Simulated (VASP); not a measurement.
Wanted: the native input for a VASP 6.6.1 run.

```yaml
Task: single point
Functional: PBE
Potentials_or_basis: VASP PAW PBE potentials, release 64 (Ti_sv, Co_sv)
Cutoff: 510 eV
k_mesh: 1 × 1 × 1, shifted
Occupations: fermi-dirac, width 0.2396 eV
Spin: no spin polarisation
Dipole_correction: no
Further_INCAR_settings: LREAL = Auto; ALGO = Normal; EDIFF = 1e-06; NBANDS = 130; ISYM = 0
```

The structure of TiCo lies in POSCAR:

```
TiCo
1.0
    6.2119360000     -0.0237870000      0.0571590000
   -0.0237870000      6.3309150000     -0.1234120000
    0.0571590000     -0.1234120000      6.2827850000
Ti Co
8 8
Direct
    0.0225479776      0.3085122457      0.8801936233
    0.2023862297      0.5719308824      0.2562363569
    0.0263335217     -0.0348885982      0.1315095345
    0.2598692217      0.2088089417      0.4800112791
    0.5611851783      0.5390560689      0.8982857449
    0.5760087215      0.9405210220      0.1230927841
    0.7542498483      0.8175725691      0.6589480778
    0.7009361757      0.2208116602      0.5483962921
    0.3045430395      0.8314001747      0.4456104073
    0.8235213810      0.6419346694      0.0945185587
    0.9379701851      0.6824282155      0.4816592312
    0.4576861324      0.2788800838      0.1094798353
    0.2762866344      0.0291471723      0.8012287295
    0.9238913912      0.3155191521      0.3321097478
    0.1929294824      0.6573199841      0.8815247566
    0.5652882601      0.5389574088      0.3555815614
```

The input as run:

INCAR

```
ALGO     = Normal         # electronic algorithm
EDIFF    = 1E-6           # SCF threshold, eV
ENCUT    = 510            # plane-wave cutoff, eV
GGA      = PE             # functional
GGA_COMPAT= False        
ISIF     = 2              # what is computed and relaxed
ISMEAR   = -1             # smearing method
ISYM     = 0            
LASPH    = True           # aspherical terms in the spheres
LCHARG   = False          # write CHGCAR
LREAL    = Auto         
LWAVE    = False          # write WAVECAR
NBANDS   = 130            # bands
NELM     = 120            # most SCF steps
PREC     = Accurate       # precision mode
SIGMA    = 0.2396         # smearing width, eV
```

KPOINTS

```
Automatic mesh
0
Gamma
  1 1 1
  0.25 0.25 0.25
```

Potentials or basis: VASP PAW PBE potentials, release 64 (Ti_sv, Co_sv).

Run with:

```bash
$ cat potpaw_PBE.64/Ti_sv/POTCAR potpaw_PBE.64/Co_sv/POTCAR > POTCAR
$ mpirun -np 1 vasp_std > vasp.out
```

Results of the run:

* Pressure: -1.1 GPa
* Largest force: 4.594 eV/Å

Caveat: the k points lie up to 1.01 Å⁻¹ apart, too coarse for converged energies, forces and pressures; atoms lie so close that the PAW spheres overlap strongly, which falsifies energies and pressures; the atoms stand as in a frame of molecular dynamics; the run has no spin polarisation, though such a crystal can be magnetic.

Run time: 3.3 min on 1 thread of Intel(R) Xeon(R) Platinum 8488C (Sapphire Rapids), with other jobs on the host, peak memory 0.34 GiB.
